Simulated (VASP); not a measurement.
# Si5C3 (P3m1) in VASP: a series of runs

The runs below take Si5C3 through single point, relaxation of cell and atoms, with PBE.

Program: VASP 6.6.1. These are calculated values, not measurements. Logs are shortened: lines on timing, memory, paths and dates and some standing lists are left out, and cuts for length are marked.

## (1) The cell of the first run

It takes space group P3m1 (No. 156, trigonal). The conventional cell has a = 3.088 Å, b = 3.088 Å, c = 11.632 Å, α = 90.00°, β = 90.00°, γ = 120.00°. Within 2.5 Å of Si (site symmetry 3m) lie 1 C at 1.91 Å and 3 Si at 2.43 Å. Si (site symmetry 3m) has 4 C at 1.89 to 1.90 Å within 2.5 Å. Within 2.5 Å of Si (site symmetry 3m) lie 4 C at 1.89 to 1.91 Å. Within 2.5 Å of Si (site symmetry 3m) lie 3 C at 1.89 Å and 1 Si at 2.39 Å. Si (site symmetry 3m) has 10 Si at 2.39 to 3.09 Å within 3.2 Å. C (site symmetry 3m) has 4 Si at 1.89 to 1.91 Å within 2.5 Å. Within 2.5 Å of C (site symmetry 3m) lie 4 Si at 1.89 to 1.90 Å. C (site symmetry 3m) has 4 Si at 1.89 to 1.91 Å within 2.5 Å.

## (2) Single point, PBE

The input, INCAR:

```
  PREC = Accurate
  ENCUT = 520
  EDIFF = 1E-6
  ISMEAR = 0
  SIGMA = 0.2
  LREAL = F
  LASPH = T
  NELM = 60
  ALGO = Normal
  ISIF = 2
  LWAVE = F
  LCHARG = F
  GGA = PE
  NBANDS = 26
```

The input, KPOINTS:

```
Automatic mesh
0
Gamma
  5 5 2
```

The input, POSCAR:

```
Si5C3
1.0
    3.0882040133      0.0000000000      0.0000000000
   -1.5441020067      2.6744631276      0.0000000000
    0.0000000000      0.0000000000     11.6319020412
Si C
5 3
Direct
    0.0000000000      0.0000000000      0.0400233044
    0.3333333333      0.6666666667      0.2572808413
    0.6666666667      0.3333333333      0.4754810508
    0.3333333333      0.6666666667      0.6933662428
    0.3333333333      0.6666666667      0.8984769181
    0.0000000000      0.0000000000      0.2042320097
    0.3333333333      0.6666666667      0.4206613822
    0.6666666667      0.3333333333      0.6394782508
```

Potentials or basis: VASP PAW PBE potentials, release 64 (Si, C).

The run is started by

```console
$ cat potpaw_PBE.64/Si/POTCAR potpaw_PBE.64/C/POTCAR > POTCAR
$ mpirun -np 1 vasp_std > vasp.out
```

OUTCAR:

```text
PREC = Accurate
   ENCUT = 520
   EDIFF = 1E-6
   ISMEAR = 0
   LREAL = F
   LASPH = T
   NELM = 60
   ISIF = 2
   GGA = PE

 ion  position               nearest neighbor table
   1  0.000  0.000  0.040-   6 1.91   5 2.43   5 2.43   5 2.43   2 3.09   2 3.09   2 3.09
   2  0.333  0.667  0.257-   6 1.89   6 1.89   6 1.89   7 1.90   1 3.09   1 3.09   1 3.09   3 3.10
                             3 3.10   3 3.10
   3  0.667  0.333  0.475-   7 1.89   7 1.89   7 1.89   8 1.91   4 3.10   4 3.10   4 3.10   2 3.10
                             2 3.10   2 3.10
   4  0.333  0.667  0.693-   8 1.89   8 1.89   8 1.89   5 2.39   3 3.10   3 3.10   3 3.10
   5  0.333  0.667  0.898-   4 2.39   1 2.43   1 2.43   1 2.43
   6  0.000  0.000  0.204-   2 1.89   2 1.89   2 1.89   1 1.91
   7  0.333  0.667  0.421-   3 1.89   3 1.89   3 1.89   2 1.90
   8  0.667  0.333  0.639-   4 1.89   4 1.89   4 1.89   3 1.91

  LATTYP: Found a hexagonal cell.
 ALAT       =     3.0882040133
 C/A-ratio  =     3.7665588125

  Lattice vectors:

 A1 = (   3.0882040133,   0.0000000000,   0.0000000000)
 A2 = (  -1.5441020067,   2.6744631276,   0.0000000000)
 A3 = (   0.0000000000,   0.0000000000,  11.6319020412)

Analysis of symmetry for initial positions (statically):
=====================================================================
 Subroutine PRICEL returns:
 Original cell was already a primitive cell.

 Routine SETGRP: Setting up the symmetry group for a
 hexagonal supercell.

 Subroutine GETGRP returns: Found  6 space group operations
 (whereof  6 operations were pure point group operations)
 out of a pool of 24 trial point group operations.

The static configuration has the point symmetry C_3v.

Analysis of symmetry for dynamics (positions and initial velocities):
=====================================================================
 Subroutine PRICEL returns:
 Original cell was already a primitive cell.

 Routine SETGRP: Setting up the symmetry group for a
 hexagonal supercell.

 Subroutine GETGRP returns: Found  6 space group operations
 (whereof  6 operations were pure point group operations)
 out of a pool of 24 trial point group operations.

The dynamic configuration has the point symmetry C_3v.

 Subroutine INISYM returns: Found  6 space group operations
 (whereof  6 operations are pure point group operations),
 and found     1 'primitive' translations

----------------------------------------------------------------------------------------

                                     Primitive cell

  volume of cell :      96.0712

  direct lattice vectors                    reciprocal lattice vectors
     3.088204013  0.000000000  0.000000000     0.323812804  0.186953409  0.000000000
    -1.544102007  2.674463128  0.000000000     0.000000000  0.373906819  0.000000000
     0.000000000  0.000000000 11.631902041     0.000000000  0.000000000  0.085970463

  length of vectors
     3.088204013  3.088204013 11.631902041     0.373906819  0.373906819  0.085970463

  position of ions in fractional coordinates (direct lattice)
     0.000000000  0.000000000  0.040023304
     0.333333333  0.666666667  0.257280841
     0.666666667  0.333333333  0.475481051
     0.333333333  0.666666667  0.693366243
     0.333333333  0.666666667  0.898476918
     0.000000000  0.000000000  0.204232010
     0.333333333  0.666666667  0.420661382
     0.666666667  0.333333333  0.639478251

  ion indices of the primitive-cell ions
   primitive index   ion index
                 1           1
                 2           2
                 3           3
                 4           4
                 5           5
                 6           6
                 7           7
                 8           8

----------------------------------------------------------------------------------------

 KPOINTS: Automatic mesh

Automatic generation of k-mesh.
 Grid dimensions read from file:
 generate k-points for:    5    5    2

 Generating k-lattice:

  Cartesian coordinates                     Fractional coordinates (reciprocal lattice)
     0.064762561  0.037390682  0.000000000     0.200000000  0.000000000  0.000000000
     0.000000000  0.074781364  0.000000000     0.000000000  0.200000000  0.000000000
     0.000000000  0.000000000  0.042985231     0.000000000  0.000000000  0.500000000

  Length of vectors
     0.074781364  0.074781364  0.042985231

  Shift w.r.t. Gamma in fractional coordinates (k-lattice)
     0.000000000  0.000000000  0.000000000

 Subroutine IBZKPT returns following result:
 ===========================================

 Found     10 irreducible k-points:

 Following reciprocal coordinates:
            Coordinates               Weight
  0.000000  0.000000  0.000000      1.000000
  0.200000  0.000000  0.000000      6.000000
  0.400000 -0.000000  0.000000      6.000000
  0.200000  0.200000  0.000000      6.000000
  0.400000  0.200000  0.000000      6.000000
  0.000000  0.000000  0.500000      1.000000
  0.200000  0.000000  0.500000      6.000000
  0.400000 -0.000000  0.500000      6.000000
  0.200000  0.200000  0.500000      6.000000
  0.400000  0.200000  0.500000      6.000000
   k-points           NKPTS =     10   k-points in BZ     NKDIM =     10   number of bands    NBANDS=     26
   number of dos      NEDOS =    301   number of ions     NIONS =      8
   total plane-waves  NPLWV =  51840
   dimension x,y,z NGX =    24 NGY =   24 NGZ =   90
   dimension x,y,z NGXF=    48 NGYF=   48 NGZF=  180
   ions per type =               5   3
   NGX,Y,Z   is equivalent  to a cutoff of  12.92, 12.92, 12.86 a.u.
   NGXF,Y,Z  is equivalent  to a cutoff of  25.84, 25.84, 25.73 a.u.
 SYSTEM =  unknown system
   PREC   = accura    normal or accurate (medium, high low for compatibility)
   ISTART =      0    job   : 0-new  1-cont  2-samecut
   ICHARG =      2    charge: 1-file 2-atom 10-const
   ISPIN  =      1    spin polarized calculation?
   LNONCOLLINEAR =      F non collinear calculations
   LSORBIT =      F    spin-orbit coupling
   LASPH  =      T    aspherical Exc in radial PAW
   ENCUT  =  520.0 eV  38.22 Ry    6.18 a.u.   5.74  5.74 21.63*2*pi/ulx,y,z
   NELM   =     60;   NELMIN=  2; NELMDL= -5     # of ELM steps
   EDIFF  = 0.1E-05   stopping-criterion for ELM
   LREAL  =      F    real-space projection
   EDIFFG = 0.1E-04   stopping-criterion for IOM
   NSW    =      0    number of steps for IOM
   IBRION =     -1    ionic relax: 0-MD 1-quasi-New 2-CG
   NFREE  =      0    steps in history (QN), initial steepest desc. (CG)
   ISIF   =      2    stress and relaxation
   ISYM   =      2    0-nonsym 1-usesym 2-fastsym
   POTIM  = 0.5000    time-step for ionic-motion
   TEBEG  =    0.0;   TEEND  =   0.0 temperature during run
   PSTRESS=    0.0 pullay stress
   NELECT =      32.0000    total number of electrons
   NUPDOWN=      -1.0000    fix difference up-down
   EMIN   =  10.00;   EMAX   =-10.00  energy-range for DOS
   EFERMI =   0.00;   METHOD = LEGACY
   ISMEAR =     0;   SIGMA  =   0.20  broadening in eV -4-tet -1-fermi 0-gaus
   EFERMI_NEDOS =   21; number of points for ismear=-14 and -15
   IALGO  =     38    algorithm
   IMIX   =      4    mixing-type and parameters
     AMIX     =   0.40;   BMIX     =  1.00
     AMIX_MAG =   1.60;   BMIX_MAG =  1.00
  volume/ion in A,a.u.               =      12.01        81.04
  Fermi-wavevector in a.u.,A,eV,Ry     =   1.134820  2.144499 17.521812  1.287817
  Thomas-Fermi vector in A             =   2.271524
   LORBIT       =      0    0 simple, 1 ext, 2 COOP (PROOUT), +10 PAW based schemes
   GGA     = PE    functional components
   LHFCALC =     F    Hartree Fock is set to
   AEXX    =    0.0000 exact exchange contribution
   IVDW    =     0    specifies the selected vdW correction
   LEPSILON=     F    determine dielectric tensor
   LRPA    =     F    only Hartree local field effects (RPA)
 non-spin polarized calculation
 Gauss-broadening in eV      SIGMA  =   0.20
  energy-cutoff  :      520.00
  volume of cell :       96.07
 maximum number of plane-waves:      2600
 NGX is ok and might be reduce to    24
   NGX = 11   NGY = 11   NGZ = 43

 number of electron      32.0000001 magnetization

 Free energy of the ion-electron system (eV)
  ---------------------------------------------------
  ext. energy  EPLUGINS =         0.00000000
  ---------------------------------------------------
  free energy    TOTEN  =       -53.92184506 eV

  energy without entropy =      -53.89781135  energy(sigma->0) =      -53.90982820

 E-fermi :   9.4648     XC(G=0): -11.0327

 val. band max:        9.2256293414   @ k =   0.0000   0.0000   0.0000
 cond. band min:       9.5324349902   @ k =   0.2000   0.2000   0.5000
 fundamental gap:      0.3068056489
 Fermi energy:         9.4647953999

 k-point     1 :       0.0000    0.0000    0.0000
  band No.  band energies     occupation
      1      -7.5373      2.00000
      2      -6.6311      2.00000
      3      -5.4111      2.00000
      4      -3.4190      2.00000
      5      -0.9654      2.00000
      6       2.2104      2.00000
[... 18 lines left out ...]
     25      14.7858      0.00000
     26      15.5558      0.00000

 k-point     2 :       0.2000    0.0000    0.0000
  band No.  band energies     occupation
      1      -6.8601      2.00000
      2      -5.9755      2.00000
      3      -4.7737      2.00000
      4      -2.6777      2.00000
      5      -0.3293      2.00000
      6       2.5356      2.00000
[... 18 lines left out ...]
     25      15.2731      0.00000
[... 202 lines left out ...]
     25      15.6627      0.00000
     26      16.0625      0.00000

 k-point    10 :       0.4000    0.2000    0.5000
  band No.  band energies     occupation
      1      -3.8235      2.00000
      2      -3.5020      2.00000
      3      -3.0008      2.00000
      4      -0.4785      2.00000
      5       0.3255      2.00000
      6       0.4569      2.00000
[... 18 lines left out ...]
     25      15.3905      0.00000
     26      16.1589      0.00000

------------------------ aborting loop because EDIFF is reached ----------------------------------------

  FORCE on cell =-STRESS in cart. coord.  units (eV):
  Direction    XX          YY          ZZ          XY          YZ          ZX
  --------------------------------------------------------------------------------------
  -------------------------------------------------------------------------------------
  Total       -0.1181552     -0.1181552      0.1467261      0.0000000      0.0000000      0.0000000
  in kB       -1.9704717     -1.9704717      2.4469469      0.0000000      0.0000000      0.0000000
  external PRESSURE =      -0.4979988 kB  Pullay stress =       0.0000000 kB

 VOLUME and BASIS-vectors are now :
 -----------------------------------------------------------------------------
  energy-cutoff  :      520.00
  volume of cell :       96.07
      direct lattice vectors                 reciprocal lattice vectors
     3.088204013  0.000000000  0.000000000     0.323812804  0.186953409  0.000000000
    -1.544102007  2.674463128  0.000000000     0.000000000  0.373906819  0.000000000
     0.000000000  0.000000000 11.631902041     0.000000000  0.000000000  0.085970463

 POSITION                                       TOTAL-FORCE (eV/Angst)
 -----------------------------------------------------------------------------------
      0.00000      0.00000      0.46555        -0.000000     -0.000000     -0.033688
     -0.00000      1.78298      2.99267         0.000000     -0.000000      0.009079
      1.54410      0.89149      5.53075         0.000000     -0.000000     -0.020649
     -0.00000      1.78298      8.06517         0.000000      0.000000      0.015577
     -0.00000      1.78298     10.45100         0.000000     -0.000000      0.017897
      0.00000      0.00000      2.37561         0.000000     -0.000000      0.013336
     -0.00000      1.78298      4.89309        -0.000000     -0.000000     -0.000831
      1.54410      0.89149      7.43835        -0.000000     -0.000000     -0.000721
 -----------------------------------------------------------------------------------
    total drift:                               -0.000000      0.000000     -0.000475

  FREE ENERGIE OF THE ION-ELECTRON SYSTEM (eV)
  ---------------------------------------------------
  free  energy   TOTEN  =       -53.9218450593 eV

  energy  without entropy=      -53.8978113499  energy(sigma->0) =      -53.90982820
```

Wall time 12 s (1 thread of Intel Xeon Platinum 8559C (Emerald Rapids), shared host); peak memory 0.2 GiB.

What came out:

```
Free energy            : -53.9218 eV
Pressure               : 0.0 GPa
Largest force          : 0.034 eV/Å
Band gap on the k mesh : zero (band 16 reaches 12.83 eV, above the bottom of band 17 at 8.88 eV)
```

Forces on the atoms (eV/Å):
```
Si   0.000  0.000 -0.034
Si   0.000  0.000  0.009
Si   0.000  0.000 -0.021
Si   0.000  0.000  0.016
Si   0.000  0.000  0.018
C    0.000  0.000  0.013
C    0.000  0.000 -0.001
C    0.000  0.000 -0.001
```

Caveat: the k points lie up to 0.47 Å⁻¹ apart.

(Part 1 of 2 ends here.)
